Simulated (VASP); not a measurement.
# CrCuO2 (R-3m) in VASP: single point with PBE+U

Aim: the single point of CrCuO2 with PBE+U.

All numbers are computed with VASP 6.6.1; they aren't measurements. Logs are shortened: lines on timing, memory, paths and dates and some standing lists are left out, and cuts for length are marked.

## (1) The cell of the first run

The structure is trigonal, space group R-3m (No. 166). Conventional cell: a = 3.037 Å, b = 3.037 Å, c = 17.248 Å, α = 90.00°, β = 90.00°, γ = 120.00°. Within 2.7 Å of Cr (site symmetry -3m) lie 6 O at 2.02 Å. Cu (site symmetry -3m) has 2 O at 1.88 Å within 2.5 Å. Within 2.5 Å of O (site symmetry 3m) lie 1 Cu at 1.88 Å and 3 Cr at 2.02 Å.

## (2) Single point, PBE+U, collinear spin, ferrimagnetic start

Contents of INCAR:

```
PREC = Accurate
ENCUT = 600
EDIFF = 1E-6
ISMEAR = 0
SIGMA = 0.05
LREAL = False
LASPH = True
NELM = 200
ALGO = Normal
ISIF = 2
LWAVE = False
LCHARG = False
ISPIN = 2
MAGMOM = 4 -1 0 0
LORBIT = 11
LMAXMIX = 4
LDAU = True
LDAUTYPE = 2
LDAUL = 2 2 -1
LDAUU = 3.7 4 0
LDAUJ = 0 0 0
LDAUPRINT = 1
GGA = PE
NBANDS = 30
GGA_COMPAT = False
```

Contents of KPOINTS:

```
regular mesh
0
Gamma
  5 5 5
```

Contents of POSCAR:

```
CrCuO2
1.0
    1.5186164666      0.8767736258      5.7494745724
   -1.5186164666      0.8767736258      5.7494745724
    0.0000000000     -1.7535472516      5.7494745724
Cr Cu O
1 1 2
Direct
    0.5000000000      0.5000000000      0.5000000000
    0.0000000000      0.0000000000      0.0000000000
    0.1087997125      0.1087997125      0.1087997125
    0.8912002875      0.8912002875      0.8912002875
```

Potentials or basis: VASP PAW PBE potentials, release 64 (Cr_pv, Cu, O).

On the command line:

```bash
> cat potpaw_PBE.64/Cr_pv/POTCAR potpaw_PBE.64/Cu/POTCAR potpaw_PBE.64/O/POTCAR > POTCAR
> mpirun -np 1 vasp_std > vasp.out
```

OUTCAR:

```text
PREC = Accurate
   ENCUT = 600
   EDIFF = 1E-6
   ISMEAR = 0
   LREAL = False
   LASPH = True
   NELM = 200
   ISIF = 2
   ISPIN = 2
   LORBIT = 11
   GGA = PE

 ion  position               nearest neighbor table
   1  0.500  0.500  0.500-   3 2.02   3 2.02   4 2.02   4 2.02   3 2.02   4 2.02
   2  0.000  0.000  0.000-   3 1.88   4 1.88
   3  0.109  0.109  0.109-   2 1.88   1 2.02   1 2.02   1 2.02
   4  0.891  0.891  0.891-   2 1.88   1 2.02   1 2.02   1 2.02

  LATTYP: Found a trigonal (rhomboedric) cell.
 ALAT       =     6.0109388470
 COS(alpha) =     0.8723438960

  Lattice vectors:

 A1 = (   1.5186164666,   0.8767736258,   5.7494745724)
 A2 = (  -1.5186164666,   0.8767736258,   5.7494745724)
 A3 = (   0.0000000000,  -1.7535472516,   5.7494745724)

Analysis of symmetry for initial positions (statically):
=====================================================================
 Subroutine PRICEL returns:
 Original cell was already a primitive cell.

 Routine SETGRP: Setting up the symmetry group for a
 trigonal (rhombohedral) supercell.

 Subroutine GETGRP returns: Found 12 space group operations
 (whereof 12 operations were pure point group operations)
 out of a pool of 12 trial point group operations.

The static configuration has the point symmetry D_3d.

Analysis of symmetry for dynamics (positions and initial velocities):
=====================================================================
 Subroutine PRICEL returns:
 Original cell was already a primitive cell.

 Routine SETGRP: Setting up the symmetry group for a
 trigonal (rhombohedral) supercell.

 Subroutine GETGRP returns: Found 12 space group operations
 (whereof 12 operations were pure point group operations)
 out of a pool of 12 trial point group operations.

The dynamic configuration has the point symmetry D_3d.

Analysis of structural, dynamic, and magnetic symmetry:
=====================================================================
 Subroutine PRICEL returns:
 Original cell was already a primitive cell.

 Routine SETGRP: Setting up the symmetry group for a
 trigonal (rhombohedral) supercell.
[... 206 lines left out ...]
  o =  0.9626  v =  0.0570  0.0000 -0.0000 -0.9984 -0.0000  0.0000  0.0000  0.0000  0.0000  0.0000      0.0000  0.0000  0.0000  0.0000  0.0000  0.0000  0.0000  0.0000  0.0000  0.0000
  o =  0.9626  v =  0.0000 -0.9984  0.0000 -0.0000  0.0570  0.0000  0.0000  0.0000  0.0000  0.0000      0.0000  0.0000  0.0000  0.0000  0.0000  0.0000  0.0000  0.0000  0.0000  0.0000
  o =  0.9659  v =  0.0000  0.0000  0.0000  0.0000  0.0000 -0.0057 -0.0000 -0.0000 -1.0000 -0.0000      0.0000  0.0000  0.0000  0.0000  0.0000  0.0000  0.0000  0.0000  0.0000  0.0000
  o =  0.9659  v =  0.0000  0.0000  0.0000  0.0000  0.0000 -0.0000  1.0000  0.0000 -0.0000  0.0057      0.0000  0.0000  0.0000  0.0000  0.0000  0.0000  0.0000  0.0000  0.0000  0.0000

 number of electron      34.9999991 magnetization       2.9999992

 Free energy of the ion-electron system (eV)
  ---------------------------------------------------
  ext. energy  EPLUGINS =         0.00000000
  ---------------------------------------------------
  free energy    TOTEN  =       -25.62948496 eV

  energy without entropy =      -25.62948496  energy(sigma->0) =      -25.62948496

 E-fermi :   4.9469     XC(G=0): -11.2551

 val. band max:        4.6992245356   @ k =  -0.4000   0.4000   0.0000
 cond. band min:       6.9210112855   @ k =   0.4000   0.4000  -0.0000
 fundamental gap:      2.2217867499
 Fermi energy:         4.9468654330

 spin component 1

 k-point     1 :       0.0000    0.0000    0.0000
  band No.  band energies     occupation
      1     -39.3962      1.00000
      2     -39.3704      1.00000
      3     -39.3704      1.00000
      4     -14.4114      1.00000
      5     -12.9163      1.00000
      6      -2.6273      1.00000
[... 597 lines left out ...]
     28      19.9185      0.00000
     29      20.0340      0.00000
 Fermi energy:         4.9468654330

 spin component 2

 k-point     1 :       0.0000    0.0000    0.0000
  band No.  band energies     occupation
      1     -36.3568      1.00000
      2     -36.3568      1.00000
      3     -36.2740      1.00000
      4     -14.3752      1.00000
      5     -12.9471      1.00000
      6      -1.9088      1.00000
[... 597 lines left out ...]
     28      20.0247      0.00000
     29      20.9174      0.00000
 [bands above 29 left out]

------------------------ aborting loop because EDIFF is reached ----------------------------------------

  FORCE on cell =-STRESS in cart. coord.  units (eV):
  Direction    XX          YY          ZZ          XY          YZ          ZX
  --------------------------------------------------------------------------------------
  -------------------------------------------------------------------------------------
  Total        0.5137737      0.5137737     -0.7279832      0.0000000     -0.0000000     -0.0000000
  in kB       17.9212143     17.9212143    -25.3931727      0.0000000     -0.0000000     -0.0000000
  external PRESSURE =       3.4830853 kB  Pullay stress =       0.0000000 kB

 VOLUME and BASIS-vectors are now :
 -----------------------------------------------------------------------------
  energy-cutoff  :      600.00
  volume of cell :       45.93
      direct lattice vectors                 reciprocal lattice vectors
     1.518616467  0.876773626  5.749474572     0.329247055  0.190090876  0.057976312
    -1.518616467  0.876773626  5.749474572    -0.329247055  0.190090876  0.057976312
     0.000000000 -1.753547252  5.749474572     0.000000000 -0.380181752  0.057976312

 POSITION                                       TOTAL-FORCE (eV/Angst)
 -----------------------------------------------------------------------------------
      0.00000      0.00000      8.62421         0.000000      0.000000      0.000000
      0.00000      0.00000      0.00000         0.000000     -0.000000      0.000000
      0.00000      0.00000      1.87662         0.000000      0.000000     -0.496677
      0.00000      0.00000     15.37180         0.000000     -0.000000      0.496677
 -----------------------------------------------------------------------------------
    total drift:                               -0.000000      0.000000     -0.000000

  FREE ENERGIE OF THE ION-ELECTRON SYSTEM (eV)
  ---------------------------------------------------
  free  energy   TOTEN  =       -25.6294849600 eV

  energy  without entropy=      -25.6294849600  energy(sigma->0) =      -25.62948496

 total charge

# of ion       s       p       d       tot
------------------------------------------
    1        0.293   6.328   3.976  10.597
    2        0.394   0.274   9.351  10.018
    3        1.548   3.499   0.000   5.046
    4        1.548   3.499   0.000   5.046
--------------------------------------------------
tot          3.782  13.599  13.327  30.708

 magnetization (x)

# of ion       s       p       d       tot
------------------------------------------
    1        0.032   0.028   2.915   2.975
    2        0.012   0.004  -0.006   0.010
    3       -0.003  -0.037   0.000  -0.040
    4       -0.003  -0.037   0.000  -0.040
--------------------------------------------------
tot          0.038  -0.041   2.909   2.906
```

stdout:

```text
POSCAR found type information on POSCAR CrCuO
 POSCAR found :  3 types and       4 ions
 scaLAPACK will be used
 LDA part: xc-table for (Slater+PW92), standard interpolation
 POSCAR, INCAR and KPOINTS ok, starting setup
 FFT: planning ... GRIDC
 FFT: planning ... GRID_SOFT
 FFT: planning ... GRID
 WAVECAR not read
 entering main loop
```

Run time: 4.1 min. Hardware: 1 thread of Intel Xeon 8259CL, shared host; peak memory 0.42 GiB.

Results:

```yaml
Free_energy: -25.6295 eV
Pressure: 0.3 GPa
Largest_force: 0.497 eV/Å
Band_gap_on_the_k_mesh: 2.22 eV (least direct gap 2.53 eV)
Net_moment: 3.00 μB per cell
Site_moments: Cr +2.98; Cu +0.01; O -0.04 μB
Valence_electrons_inside_the_program's_atomic_spheres: Cr 10.60; Cu 10.02; O 5.05
```

Forces in eV/Å, atoms in the order of the input:
```
Cr   0.000  0.000  0.000
Cu   0.000  0.000  0.000
O    0.000  0.000 -0.497
O    0.000  0.000  0.497
```

Eigenvalues of the final occupation matrices:
```
    site  spin  trace               eigenvalues
site 1 d     1   3.46  0.31 0.31 0.95 0.95 0.95
site 1 d     2   0.54  0.04 0.05 0.05 0.21 0.21
site 2 d     1   4.68  0.86 0.95 0.95 0.96 0.96
site 2 d     2   4.69  0.86 0.95 0.95 0.97 0.97
```

Caveat: the k points lie up to 0.48 Å⁻¹ apart; an empty level that is flat over the whole mesh can mark a ghost state of the potentials, or a narrow d or f band; an odd mesh through Γ misses points on the zone boundary, where band edges can lie.
